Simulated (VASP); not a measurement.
# In (R-3m) in VASP: single point with PBE

Aim: the single point of In with PBE.

Everything below comes from runs of VASP 6.6.1. Logs are shortened: lines on timing, memory, paths and dates and some standing lists are left out, and cuts for length are marked.

### 1 The cell of the first run

It takes space group R-3m (No. 166, trigonal). Conventional cell: a = 3.350 Å, b = 3.350 Å, c = 24.704 Å, α = 90.00°, β = 90.00°, γ = 120.00°. In (site symmetry -3m) has 12 In at 3.35 to 3.36 Å within 4.4 Å. In (site symmetry 3m) has 12 In at 3.35 to 3.36 Å within 4.4 Å.

### 2 Single point, PBE (26.68 Å³/atom)

The input, INCAR:

```
PREC = Accurate
ENCUT = 520
EDIFF = 1E-7
ISMEAR = -1
SIGMA = 0.05
LREAL = False
LASPH = True
NELM = 60
ALGO = Normal
ISIF = 2
LWAVE = False
LCHARG = True
GGA = PE
LELF = True
LVHAR = True
NBANDS = 26
```

The input, KPOINTS:

```
regular mesh
0
Gamma
  14 14 14
```

The input, POSCAR:

```
In
1.0
    1.6751838235      0.9671678314      8.2347307701
   -1.6751838235      0.9671678314      8.2347307701
    0.0000000000     -1.9343356629      8.2347307701
In
3
Direct
    0.0000000000      0.0000000000      0.0000000000
    0.7780122400      0.7780122400      0.7780122400
    0.2219877600      0.2219877600      0.2219877600
```

Potentials or basis: VASP PAW PBE potentials, release 64 (In_d).

Launch:

```bash
$ cat potpaw_PBE.64/In_d/POTCAR > POTCAR
$ mpirun -np 1 vasp_std > vasp.out
```

OUTCAR:

```text
PREC = Accurate
   ENCUT = 520
   EDIFF = 1E-7
   ISMEAR = -1
   LREAL = False
   LASPH = True
   NELM = 60
   ISIF = 2
   GGA = PE

 ion  position               nearest neighbor table
   1  0.000  0.000  0.000-   2 3.36   2 3.36   3 3.36   3 3.36   2 3.36   3 3.36
   2  0.778  0.778  0.778-   3 3.35   3 3.35   3 3.35   1 3.36   1 3.36   1 3.36
   3  0.222  0.222  0.222-   2 3.35   2 3.35   2 3.35   1 3.36   1 3.36   1 3.36

  LATTYP: Found a trigonal (rhomboedric) cell.
 ALAT       =     8.4588678505
 COS(alpha) =     0.9215612875

  Lattice vectors:

 A1 = (   1.6751838235,   0.9671678314,   8.2347307701)
 A2 = (  -1.6751838235,   0.9671678314,   8.2347307701)
 A3 = (   0.0000000000,  -1.9343356629,   8.2347307701)

Analysis of symmetry for initial positions (statically):
=====================================================================
 Subroutine PRICEL returns:
 Original cell was already a primitive cell.

 Routine SETGRP: Setting up the symmetry group for a
 trigonal (rhombohedral) supercell.

 Subroutine GETGRP returns: Found 12 space group operations
 (whereof 12 operations were pure point group operations)
 out of a pool of 12 trial point group operations.

The static configuration has the point symmetry D_3d.

Analysis of symmetry for dynamics (positions and initial velocities):
=====================================================================
 Subroutine PRICEL returns:
 Original cell was already a primitive cell.

 Routine SETGRP: Setting up the symmetry group for a
 trigonal (rhombohedral) supercell.

 Subroutine GETGRP returns: Found 12 space group operations
 (whereof 12 operations were pure point group operations)
 out of a pool of 12 trial point group operations.

The dynamic configuration has the point symmetry D_3d.

 Subroutine INISYM returns: Found 12 space group operations
 (whereof 12 operations are pure point group operations),
 and found     1 'primitive' translations

----------------------------------------------------------------------------------------

                                     Primitive cell

  volume of cell :      80.0507

  direct lattice vectors                    reciprocal lattice vectors
     1.675183824  0.967167831  8.234730770     0.298474706  0.172324452  0.040478960
    -1.675183824  0.967167831  8.234730770    -0.298474706  0.172324452  0.040478960
     0.000000000 -1.934335663  8.234730770     0.000000000 -0.344648904  0.040478959

  length of vectors
     8.458867851  8.458867851  8.458867851     0.347017886  0.347017886  0.347017886

  position of ions in fractional coordinates (direct lattice)
     0.000000000  0.000000000  0.000000000
     0.778012240  0.778012240  0.778012240
     0.221987760  0.221987760  0.221987760

  ion indices of the primitive-cell ions
   primitive index   ion index
                 1           1
                 2           2
                 3           3

----------------------------------------------------------------------------------------

 KPOINTS: regular mesh

Automatic generation of k-mesh.
 Grid dimensions read from file:
 generate k-points for:   14   14   14

 Generating k-lattice:

  Cartesian coordinates                     Fractional coordinates (reciprocal lattice)
     0.021319622  0.012308889  0.002891354     0.071428571  0.000000000  0.000000000
    -0.021319622  0.012308889  0.002891354     0.000000000  0.071428571  0.000000000
     0.000000000 -0.024617779  0.002891354    -0.000000000 -0.000000000  0.071428571

  Length of vectors
     0.024786992  0.024786992  0.024786992

  Shift w.r.t. Gamma in fractional coordinates (k-lattice)
     0.000000000  0.000000000  0.000000000

 Subroutine IBZKPT returns following result:
 ===========================================

 Found    288 irreducible k-points:

 Following reciprocal coordinates:
            Coordinates               Weight
  0.000000  0.000000  0.000000      1.000000
  0.071429  0.000000  0.000000      6.000000
  0.142857  0.000000  0.000000      6.000000
  0.214286  0.000000  0.000000      6.000000
  0.285714  0.000000 -0.000000      6.000000
  0.357143  0.000000  0.000000      6.000000
[... 16 lines left out ...]
  0.214286  0.142857  0.000000     12.000000
  0.285714  0.142857  0.000000     12.000000
 [... further k-points ...]
   k-points           NKPTS =    288   k-points in BZ     NKDIM =    288   number of bands    NBANDS=     26
   number of dos      NEDOS =    301   number of ions     NIONS =      3
   total plane-waves  NPLWV = 262144
   dimension x,y,z NGX =    64 NGY =   64 NGZ =   64
   dimension x,y,z NGXF=   128 NGYF=  128 NGZF=  128
   ions per type =               3
   NGX,Y,Z   is equivalent  to a cutoff of  12.58, 12.58, 12.58 a.u.
   NGXF,Y,Z  is equivalent  to a cutoff of  25.16, 25.16, 25.16 a.u.
 SYSTEM =  unknown system
   PREC   = accura    normal or accurate (medium, high low for compatibility)
   ISTART =      0    job   : 0-new  1-cont  2-samecut
   ICHARG =      2    charge: 1-file 2-atom 10-const
   ISPIN  =      1    spin polarized calculation?
   LNONCOLLINEAR =      F non collinear calculations
   LSORBIT =      F    spin-orbit coupling
   LASPH  =      T    aspherical Exc in radial PAW
   ENCUT  =  520.0 eV  38.22 Ry    6.18 a.u.  15.73 15.73 15.73*2*pi/ulx,y,z
   NELM   =     60;   NELMIN=  2; NELMDL= -5     # of ELM steps
   EDIFF  = 0.1E-06   stopping-criterion for ELM
   LREAL  =      F    real-space projection
   EDIFFG = 0.1E-05   stopping-criterion for IOM
   NSW    =      0    number of steps for IOM
   IBRION =     -1    ionic relax: 0-MD 1-quasi-New 2-CG
   NFREE  =      0    steps in history (QN), initial steepest desc. (CG)
   ISIF   =      2    stress and relaxation
   ISYM   =      2    0-nonsym 1-usesym 2-fastsym
   POTIM  = 0.5000    time-step for ionic-motion
   TEBEG  =    0.0;   TEEND  =   0.0 temperature during run
   PSTRESS=    0.0 pullay stress
   NELECT =      39.0000    total number of electrons
   NUPDOWN=      -1.0000    fix difference up-down
   EMIN   =  10.00;   EMAX   =-10.00  energy-range for DOS
   EFERMI =   0.00;   METHOD = LEGACY
   ISMEAR =    -1;   SIGMA  =   0.05  broadening in eV -4-tet -1-fermi 0-gaus
   EFERMI_NEDOS =   21; number of points for ismear=-14 and -15
   IALGO  =     38    algorithm
   IMIX   =      4    mixing-type and parameters
     AMIX     =   0.40;   BMIX     =  1.00
     AMIX_MAG =   1.60;   BMIX_MAG =  1.00
  volume/ion in A,a.u.               =      26.68       180.07
  Fermi-wavevector in a.u.,A,eV,Ry     =   1.288175  2.434297 22.577421  1.659394
  Thomas-Fermi vector in A             =   2.420144
   LORBIT       =      0    0 simple, 1 ext, 2 COOP (PROOUT), +10 PAW based schemes
   GGA     = PE    functional components
   LHFCALC =     F    Hartree Fock is set to
   AEXX    =    0.0000 exact exchange contribution
   IVDW    =     0    specifies the selected vdW correction
   LEPSILON=     F    determine dielectric tensor
   LRPA    =     F    only Hartree local field effects (RPA)
 non-spin polarized calculation
  energy-cutoff  :      520.00
  volume of cell :       80.05
 maximum number of plane-waves:      2184
   NGX = 31   NGY = 31   NGZ = 31

 number of electron      38.9999997 magnetization

 Free energy of the ion-electron system (eV)
  ---------------------------------------------------
  ext. energy  EPLUGINS =         0.00000000
  ---------------------------------------------------
  free energy    TOTEN  =        -7.65940573 eV

  energy without entropy =       -7.64646266  energy(sigma->0) =       -7.65293420

 E-fermi :   7.3287     XC(G=0): -10.1603

 val. band max:        7.3263179541   @ k =  -0.3571  -0.4286   0.2143
 cond. band min:       7.3292745968   @ k =   0.2857   0.0714   0.0714
 fundamental gap:      0.0029566427
 Fermi energy:         7.3287198737

 k-point     1 :       0.0000    0.0000    0.0000
  band No.  band energies     occupation
      1      -7.3537      2.00000
      2      -7.3517      2.00000
      3      -7.3148      2.00000
      4      -7.3073      2.00000
      5      -7.3073      2.00000
      6      -7.2870      2.00000
[... 18 lines left out ...]
     25      17.4784      0.00000
     26      17.4797      0.00000

 k-point     2 :       0.0714    0.0000    0.0000
  band No.  band energies     occupation
      1      -7.3499      2.00000
      2      -7.3490      2.00000
      3      -7.3149      2.00000
      4      -7.3093      2.00000
      5      -7.2951      2.00000
      6      -7.2807      2.00000
[... 18 lines left out ...]
     25      16.8106      0.00000
     26      17.4485      0.00000

 k-point     3 :       0.1429    0.0000    0.0000
  band No.  band energies     occupation
      1      -7.3645      2.00000
      2      -7.3495      2.00000
      3      -7.3121      2.00000
      4      -7.2965      2.00000
      5      -7.2736      2.00000
      6      -7.2656      2.00000
[... 18 lines left out ...]
     25      15.5456      0.00000
     26      16.5525      0.00000

 k-point     4 :       0.2143    0.0000    0.0000
  band No.  band energies     occupation
      1      -7.3940      2.00000
      2      -7.3711      2.00000
      3      -7.3092      2.00000
      4      -7.2840      2.00000
      5      -7.2669      2.00000
      6      -7.2591      2.00000
[... 18 lines left out ...]
     25      14.0130      0.00000
     26      15.7501      0.00000
[... 496 lines left out ...]
      1      -7.3681      2.00000
      2      -7.3403      2.00000
      3      -7.3079      2.00000
      4      -7.3034      2.00000
      5      -7.2833      2.00000
      6      -7.2681      2.00000
[... 18 lines left out ...]
     25      15.7636      0.00000
     26      16.7240      0.00000

 k-point    23 :       0.2143    0.1429    0.0000
  band No.  band energies     occupation
      1      -7.3719      2.00000
      2      -7.3438      2.00000
      3      -7.3188      2.00000
      4      -7.3029      2.00000
      5      -7.2775      2.00000
      6      -7.2483      2.00000
[... 18 lines left out ...]
     25      15.4952      0.00000
     26      15.7563      0.00000

 k-point    24 :       0.2857    0.1429    0.0000
  band No.  band energies     occupation
      1      -7.3652      2.00000
      2      -7.3576      2.00000
      3      -7.3368      2.00000
      4      -7.3019      2.00000
      5      -7.2682      2.00000
      6      -7.2561      2.00000
[... 18 lines left out ...]
     25      13.6480      0.00000
     26      14.9359      0.00000

 [... further k-points ...]

------------------------ aborting loop because EDIFF is reached ----------------------------------------

  FORCE on cell =-STRESS in cart. coord.  units (eV):
  Direction    XX          YY          ZZ          XY          YZ          ZX
  --------------------------------------------------------------------------------------
  -------------------------------------------------------------------------------------
  Total        0.5860645      0.5860645      0.7032011      0.0000000     -0.0000000     -0.0000000
  in kB       11.7298109     11.7298109     14.0742464      0.0000000     -0.0000000     -0.0000000
  external PRESSURE =      12.5112894 kB  Pullay stress =       0.0000000 kB

 VOLUME and BASIS-vectors are now :
 -----------------------------------------------------------------------------
  energy-cutoff  :      520.00
  volume of cell :       80.05
      direct lattice vectors                 reciprocal lattice vectors
     1.675183824  0.967167831  8.234730770     0.298474706  0.172324452  0.040478960
    -1.675183824  0.967167831  8.234730770    -0.298474706  0.172324452  0.040478960
     0.000000000 -1.934335663  8.234730770     0.000000000 -0.344648904  0.040478959

 POSITION                                       TOTAL-FORCE (eV/Angst)
 -----------------------------------------------------------------------------------
      0.00000      0.00000      0.00000         0.000000      0.000000     -0.000000
      0.00000     -0.00000     19.22016         0.000000      0.000000     -0.014220
      0.00000     -0.00000      5.48403         0.000000     -0.000000      0.014220
 -----------------------------------------------------------------------------------
    total drift:                                0.000000      0.000000     -0.000000

  FREE ENERGIE OF THE ION-ELECTRON SYSTEM (eV)
  ---------------------------------------------------
  free  energy   TOTEN  =        -7.6594057322 eV

  energy  without entropy=       -7.6464626611  energy(sigma->0) =       -7.65293420
```

It took 53 min on 1 thread of Intel Xeon Platinum 8259CL at 2.50GHz (Skylake/Cascade Lake), shared host; peak memory 0.84 GiB.

Results:

```yaml
Free_energy: -7.6594 eV
Pressure: 1.3 GPa
Largest_force: 0.014 eV/Å
Band_gap_on_the_k_mesh: zero (an odd number of electrons rules out a gap without spin polarisation)
```

Forces in eV/Å, atoms in the order of the input:
```
In   0.000  0.000  0.000
In   0.000  0.000 -0.014
In   0.000  0.000  0.014
```

Stress tensor (GPa, compression positive):
```
1.17 0.00 0.00
0.00 1.17 0.00
0.00 0.00 1.41
```

Caveat: spin-orbit coupling is left out, which moves the levels of the heavy elements.
